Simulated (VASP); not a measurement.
The system is ZnS.

```xyz
2
Lattice="0.0000 2.6937 2.6937 2.6937 0.0000 2.6937 2.6937 2.6937 0.0000" Properties=species:S:1:pos:R:3 pbc="T T T"
Zn    0.0000    0.0000    0.0000
S     1.3468    1.3468    1.3468
```

- Program: VASP 6.6.1
- Task: relaxation of volume and atoms at fixed shape
- Functional: PBE
- Potentials or basis: VASP PAW PBE potentials, release 64 (Zn, S)
- Cutoff: 500 eV
- k mesh: 4 × 4 × 4
- Occupations: methfessel-paxton, width 0.048 eV
- Spin: no spin polarisation

At the start: pressure 2.8 GPa; volume 19.55 Å³/atom.

Question: Where does the relaxation end?

Answer: Over 3 steps the energy falls by 6.2 meV/atom and the volume is 20.28 Å³/atom (+3.8 %); space group F-43m (No. 216, to 0.05 Å).

The path:
```csv
step,energy change (eV),largest force (eV/Å),pressure (GPa),volume (Å³)
1,0.0000,0.0000,2.79,39.09
2,-0.0111,0.0000,-0.81,41.05
3,-0.0124,0.0000,0.01,40.56
```

Final structure:
```yaml
crystal:
  lattice:
    - [0.00000, 2.72697, 2.72697]
    - [2.72697, 0.00000, 2.72697]
    - [2.72697, 2.72697, 0.00000]
  atoms:
    - { symbol: Zn, position: [0.00000, 0.00000, 0.00000] }
    - { symbol: S, position: [0.25000, 0.25000, 0.25000] }
```

Caveat: the k points lie up to 0.50 Å⁻¹ apart in the final cell.
